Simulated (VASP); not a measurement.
Input of a VASP 6.6.1 run:

Contents of INCAR:

```
SYSTEM = Ti3Al
ALGO = Normal
EDIFF = 1E-6
ENCUT = 520
GGA = PS
ISIF = 2
ISMEAR = 0
ISPIN = 2
LASPH = .TRUE.
LCHARG = .TRUE.
LELF = .TRUE.
LMAXMIX = 4
LORBIT = 11
LREAL = .FALSE.
LVHAR = .TRUE.
LWAVE = .FALSE.
MAGMOM = 0.4 0.4 0.4 0
NBANDS = 32
NELM = 150
NUPDOWN = 1.2
PREC = Accurate
SIGMA = 0.15
```

File KPOINTS:

```
k-points
0
G
  12 12 12
  0 0 0
```

Contents of POSCAR:

```
Ti3Al
1.0
    0.0000000000      2.8993260424      2.8993260424
    2.8993260424      0.0000000000      2.8993260424
    2.8993260424      2.8993260424      0.0000000000
Ti Al
3 1
Direct
    0.7500000000      0.7500000000      0.7500000000
    0.2500000000      0.2500000000      0.2500000000
    0.0000000000      0.0000000000      0.0000000000
    0.5000000000      0.5000000000      0.5000000000
```

Potentials or basis: VASP PAW PBE potentials, release 64 (Ti_sv, Al).

Launch:

```console
$ cat potpaw_PBE.64/Ti_sv/POTCAR potpaw_PBE.64/Al/POTCAR > POTCAR
$ mpirun -np 1 vasp_std > vasp.out
```

(1) What does it give for the pressure?

## Answers

(1) 56.2 GPa.

Caveat: the PAW data sets were made with another functional, which shifts forces and pressure a little; the total moment is fixed, so each spin has its own Fermi level.
